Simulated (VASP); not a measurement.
# PrScO: relaxation of shape and atoms at fixed volume with PBE

PrScO:

```
CELL_PARAMETERS angstrom
3.58592 0.00000 0.00000
0.00000 3.58592 0.00000
0.00000 0.00000 4.13193
ATOMIC_POSITIONS crystal
Pr 0.00000 0.00000 0.50000
Sc 0.50000 0.50000 0.00000
O 0.50000 0.50000 0.50000
```

```json
{"Program": "VASP 6.6.1", "Task": "relaxation of shape and atoms at fixed volume", "Functional": "PBE", "Potentials or basis": "VASP PAW PBE potentials, release 64 (Pr_3, Sc_sv, O), 4f in core", "Cutoff": "600 eV", "k mesh": "10 × 10 × 8", "Occupations": "gaussian, width 0.1 eV", "Spin": "no spin polarisation", "Dipole correction": "no", "Further INCAR settings": "ALGO = Normal; EDIFF = 1e-07; IBRION = 2; EDIFFG = -0.01; NSW = 50; ISIF = 4"}
```

```
Energy gained by relaxing : 1.1 meV/atom
Ionic steps               : 3
Pressure after relaxing   : 10.3 GPa
Band gap on the k mesh    : zero (bands 14 and 15 overlap by 1.75 eV)
```

The path:
| step | energy change (eV) | largest force (eV/Å) | pressure (GPa) | volume (Å³) |
| --- | --- | --- | --- | --- |
| 1 | 0.0000 | 0.0000 | 10.63 | 53.13 |
| 2 | -0.0032 | 0.0000 | 10.21 | 53.13 |
| 3 | -0.0034 | 0.0000 | 10.28 | 53.13 |

Final structure:
```cif
data_structure
_symmetry_space_group_name_H-M 'P 1'
_symmetry_Int_Tables_number 1
_cell_length_a 3.5722
_cell_length_b 3.5722
_cell_length_c 4.1637
_cell_angle_alpha 90.000
_cell_angle_beta 90.000
_cell_angle_gamma 90.000
_cell_volume 53.13
loop_
_atom_site_label
_atom_site_type_symbol
_atom_site_fract_x
_atom_site_fract_y
_atom_site_fract_z
_atom_site_occupancy
Pr1 Pr 0.00000 0.00000 0.50000 1
Sc1 Sc 0.50000 0.50000 0.00000 1
O1 O 0.50000 0.50000 0.50000 1
```

Levels at points of the mesh, in eV from the Fermi level:
| k point | band 12 | band 13 | band 14 | band 15 | band 16 | band 17 |
| --- | --- | --- | --- | --- | --- | --- |
| (0.00, 0.00, 0.00) | -4.43 | -3.65 | -2.02 | 1.07 | 1.07 | 2.12 |
| (0.50, 0.00, 0.00) | -4.92 | -1.16 | -0.39 | 1.17 | 1.92 | 2.13 |
| (0.50, 0.50, 0.00) | -4.29 | -1.57 | -1.07 | -1.07 | 3.02 | 3.27 |
| (0.00, 0.00, 0.50) | -4.74 | -1.45 | -0.76 | 0.18 | 2.41 | 2.43 |
| (0.50, 0.00, 0.50) | -6.25 | -1.90 | 0.54 | 1.52 | 1.75 | 3.31 |
| (0.50, 0.50, 0.50) | -4.61 | -1.02 | -1.02 | 0.56 | 2.62 | 2.62 |

It took 3.1 min on 1 thread of AMD EPYC 9R14 (Zen 4) (shared host), peak memory 0.25 GiB.

Caveat: spin-orbit coupling is left out, which moves the levels of the heavy elements; the 4f electrons are frozen in the core, so they carry no moment and show no levels; the run has no spin polarisation, though such a crystal can be magnetic. With open d or f shells a metallic result of PBE can be an artefact of self-interaction; +U or a hybrid may open a gap.
